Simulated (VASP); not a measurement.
# Al2P3 (Amm2) in VASP: further runs

The runs below take Al2P3 through single point, relaxation of cell and atoms, with PBE.

All numbers are computed with VASP 6.6.1; they aren't measurements. Logs are shortened: lines on timing, memory, paths and dates and some standing lists are left out, and cuts for length are marked.

### 1 The cell of the first run

Symmetry: Amm2, No. 38, orthorhombic system. Conventional cell: a = 3.354 Å, b = 11.222 Å, c = 4.993 Å, α = 90.00°, β = 90.00°, γ = 90.00°. Al (site symmetry m) has 5 P at 2.38 to 2.60 Å and 1 Al at 3.06 Å within 3.1 Å. P (site symmetry m) has 3 Al at 2.38 to 2.60 Å and 2 P at 2.95 Å within 3.1 Å. P (site symmetry mm2) has 4 Al at 2.43 Å and 4 P at 2.95 Å within 3.2 Å.

### 2 Single point, PBE

INCAR reads:

```
PREC = Accurate
ENCUT = 520
EDIFF = 1E-6
ISMEAR = 0
SIGMA = 0.1
LREAL = F
LASPH = T
NELM = 80
ALGO = Normal
ISIF = 2
LWAVE = F
LCHARG = T
GGA = PE
LELF = T
LVHAR = T
NBANDS = 18
```

KPOINTS reads:

```
regular mesh
0
Gamma
  6 4 4
```

POSCAR reads:

```
Al2P3
1.0
    3.3535905946      0.0000000000      0.0000000000
    0.0000000000      5.6107598797      2.4962556150
    0.0000000000     -5.6107598797      2.4962556150
Al P
2 3
Direct
    0.5000000000      0.1210829547      0.8481461368
    0.5000000000      0.8481461368      0.1210829547
    0.5000000000      0.6551902845      0.3526247866
    0.5000000000      0.3526247866      0.6551902845
    0.0000000000      0.1564604075      0.1564604075
```

Potentials or basis: VASP PAW PBE potentials, release 64 (Al, P).

On the command line:

```sh
> cat potpaw_PBE.64/Al/POTCAR potpaw_PBE.64/P/POTCAR > POTCAR
> mpirun -np 1 vasp_std > vasp.out
```

OUTCAR:

```text
PREC = Accurate
   ENCUT = 520
   EDIFF = 1E-6
   ISMEAR = 0
   LREAL = F
   LASPH = T
   NELM = 80
   ISIF = 2
   GGA = PE

 ion  position               nearest neighbor table
   1  0.500  0.121  0.848-   4 2.38   3 2.41   5 2.43   5 2.43   3 2.60   2 3.06
   2  0.500  0.848  0.121-   3 2.38   4 2.41   5 2.43   5 2.43   4 2.60   1 3.06
   3  0.500  0.655  0.353-   2 2.38   1 2.41   1 2.60   5 2.95   5 2.95
   4  0.500  0.353  0.655-   1 2.38   2 2.41   2 2.60   5 2.95   5 2.95
   5  0.000  0.156  0.156-   1 2.43   2 2.43   1 2.43   2 2.43   3 2.95   4 2.95   3 2.95   4 2.95

  LATTYP: Found a base centered orthorhombic cell.
 ALAT       =     4.9925112300
 B/A-ratio  =     2.2476704092
 C/A-ratio  =     0.6717241965

  Lattice vectors:

 A1 = (   0.0000000000,   5.6107598797,   2.4962556150)
 A2 = (   0.0000000000,  -5.6107598797,   2.4962556150)
 A3 = (   3.3535905946,   0.0000000000,   0.0000000000)

Analysis of symmetry for initial positions (statically):
=====================================================================
 Subroutine PRICEL returns:
 Original cell was already a primitive cell.

 Routine SETGRP: Setting up the symmetry group for a
 base centered orthorhombic supercell.

 Subroutine GETGRP returns: Found  4 space group operations
 (whereof  4 operations were pure point group operations)
 out of a pool of  8 trial point group operations.

The static configuration has the point symmetry C_2v.

Analysis of symmetry for dynamics (positions and initial velocities):
=====================================================================
 Subroutine PRICEL returns:
 Original cell was already a primitive cell.

 Routine SETGRP: Setting up the symmetry group for a
 base centered orthorhombic supercell.

 Subroutine GETGRP returns: Found  4 space group operations
 (whereof  4 operations were pure point group operations)
 out of a pool of  8 trial point group operations.

The dynamic configuration has the point symmetry C_2v.

 Subroutine INISYM returns: Found  4 space group operations
 (whereof  4 operations are pure point group operations),
 and found     1 'primitive' translations

----------------------------------------------------------------------------------------

                                     Primitive cell

  volume of cell :      93.9400

  direct lattice vectors                    reciprocal lattice vectors
[... 95 lines left out ...]
   EDIFFG = 0.1E-04   stopping-criterion for IOM
   NSW    =      0    number of steps for IOM
   IBRION =     -1    ionic relax: 0-MD 1-quasi-New 2-CG
   NFREE  =      0    steps in history (QN), initial steepest desc. (CG)
   ISIF   =      2    stress and relaxation
   ISYM   =      2    0-nonsym 1-usesym 2-fastsym
   POTIM  = 0.5000    time-step for ionic-motion
   TEBEG  =    0.0;   TEEND  =   0.0 temperature during run
   PSTRESS=    0.0 pullay stress
   NELECT =      21.0000    total number of electrons
   NUPDOWN=      -1.0000    fix difference up-down
   EMIN   =  10.00;   EMAX   =-10.00  energy-range for DOS
   EFERMI =   0.00;   METHOD = LEGACY
   ISMEAR =     0;   SIGMA  =   0.10  broadening in eV -4-tet -1-fermi 0-gaus
   EFERMI_NEDOS =   21; number of points for ismear=-14 and -15
   IALGO  =     38    algorithm
   IMIX   =      4    mixing-type and parameters
     AMIX     =   0.40;   BMIX     =  1.00
     AMIX_MAG =   1.60;   BMIX_MAG =  1.00
  volume/ion in A,a.u.               =      18.79       126.79
  Fermi-wavevector in a.u.,A,eV,Ry     =   0.993568  1.877572 13.431368  0.987178
  Thomas-Fermi vector in A             =   2.125459
   LORBIT       =      0    0 simple, 1 ext, 2 COOP (PROOUT), +10 PAW based schemes
   GGA     = PE    functional components
   LHFCALC =     F    Hartree Fock is set to
   AEXX    =    0.0000 exact exchange contribution
   IVDW    =     0    specifies the selected vdW correction
   LEPSILON=     F    determine dielectric tensor
   LRPA    =     F    only Hartree local field effects (RPA)
 non-spin polarized calculation
 Gauss-broadening in eV      SIGMA  =   0.10
  energy-cutoff  :      520.00
  volume of cell :       93.94
 maximum number of plane-waves:      2553
 NGX is ok and might be reduce to    28
   NGX = 13   NGY = 23   NGZ = 23

 number of electron      20.9999999 magnetization

 Free energy of the ion-electron system (eV)
  ---------------------------------------------------
  ext. energy  EPLUGINS =         0.00000000
  ---------------------------------------------------
  free energy    TOTEN  =       -22.66557812 eV

  energy without entropy =      -22.65118121  energy(sigma->0) =      -22.65837967

 E-fermi :   5.9495     XC(G=0):  -9.8030

 val. band max:        5.9201340682   @ k =   0.3333  -0.2500   0.2500
 cond. band min:       5.9667738335   @ k =   0.0000   0.5000  -0.0000
 fundamental gap:      0.0466397653
 Fermi energy:         5.9494870734

 k-point     1 :       0.0000    0.0000    0.0000
  band No.  band energies     occupation
      1      -7.0896      2.00000
      2      -3.9327      2.00000
      3      -3.7072      2.00000
      4       0.2368      2.00000
      5       0.8842      2.00000
      6       1.3757      2.00000
[... 481 lines left out ...]
      5       1.0906      2.00000
      6       2.0634      2.00000
[... 10 lines left out ...]
     17      10.7786      0.00000
     18      11.0480      0.00000

 [... further k-points ...]

------------------------ aborting loop because EDIFF is reached ----------------------------------------

  FORCE on cell =-STRESS in cart. coord.  units (eV):
  Direction    XX          YY          ZZ          XY          YZ          ZX
  --------------------------------------------------------------------------------------
  -------------------------------------------------------------------------------------
  Total       -0.0571022      0.0044099     -0.0474142      0.0000000      0.0000000      0.0000000
  in kB       -0.9738959      0.0752123     -0.8086637      0.0000000      0.0000000      0.0000000
  external PRESSURE =      -0.5691157 kB  Pullay stress =       0.0000000 kB

 VOLUME and BASIS-vectors are now :
 -----------------------------------------------------------------------------
  energy-cutoff  :      520.00
  volume of cell :       93.94
      direct lattice vectors                 reciprocal lattice vectors
     3.353590595  0.000000000  0.000000000     0.298187859  0.000000000  0.000000000
     0.000000000  5.610759880  2.496255615     0.000000000  0.089114489  0.200300000
     0.000000000 -5.610759880  2.496255615     0.000000000 -0.089114489  0.200300000

 POSITION                                       TOTAL-FORCE (eV/Angst)
 -----------------------------------------------------------------------------------
      1.67680     -4.07938      2.41944         0.000000      0.012846     -0.006478
      1.67680      4.07938      2.41944         0.000000     -0.012846     -0.006478
      1.67680      1.69762      2.51576         0.000000      0.000123      0.003528
      1.67680     -1.69762      2.51576         0.000000     -0.000123      0.003528
      0.00000      0.00000      0.78113         0.000000      0.000000      0.005900
 -----------------------------------------------------------------------------------
    total drift:                               -0.000000     -0.000000      0.000109

  FREE ENERGIE OF THE ION-ELECTRON SYSTEM (eV)
  ---------------------------------------------------
  free  energy   TOTEN  =       -22.6655781213 eV

  energy  without entropy=      -22.6511812128  energy(sigma->0) =      -22.65837967
```

stdout:

```text
POSCAR found type information on POSCAR AlP
 POSCAR found :  2 types and       5 ions
 scaLAPACK will be used
 LDA part: xc-table for (Slater+PW92), standard interpolation
 POSCAR, INCAR and KPOINTS ok, starting setup
 FFT: planning ... GRIDC
 FFT: planning ... GRID_SOFT
 FFT: planning ... GRID
 WAVECAR not read
 entering main loop
```

It took 25 s on 1 thread of Intel Xeon 6975P-C (Granite Rapids), shared host; peak memory 0.24 GiB.

What came out:

```
Free energy   : -22.6656 eV
Pressure      : -0.1 GPa
Largest force : 0.014 eV/Å
```

Forces in eV/Å, atoms in the order of the input:
```
Al   0.000  0.013 -0.006
Al   0.000 -0.013 -0.006
P    0.000  0.000  0.004
P    0.000  0.000  0.004
P    0.000  0.000  0.006
```

Stress tensor (GPa, compression positive):
```
-0.10  0.00  0.00
 0.00  0.01  0.00
 0.00  0.00 -0.08
```

Levels at points of the mesh, in eV from the Fermi level:
```
           k point  band 8  band 9  band 10  band 11  band 12  band 13
(0.00, 0.00, 0.00)   -1.40    0.35     0.73     1.57     1.83     3.33
(0.50, 0.00, 0.00)   -2.94   -2.81    -2.29    -1.84    -1.06     2.54
(0.00, 0.50, 0.00)   -1.01    0.02     0.58     1.16     1.45     3.08
(0.50, 0.50, 0.00)   -2.68   -2.53    -1.57     0.10     0.42     2.12
(0.00, 0.50, 0.50)   -1.94   -1.93    -1.13     0.53     1.15     2.26
(0.50, 0.50, 0.50)   -1.74   -1.57    -1.01    -0.82    -0.69     1.23
```

(Part 1 of 2 ends here.)
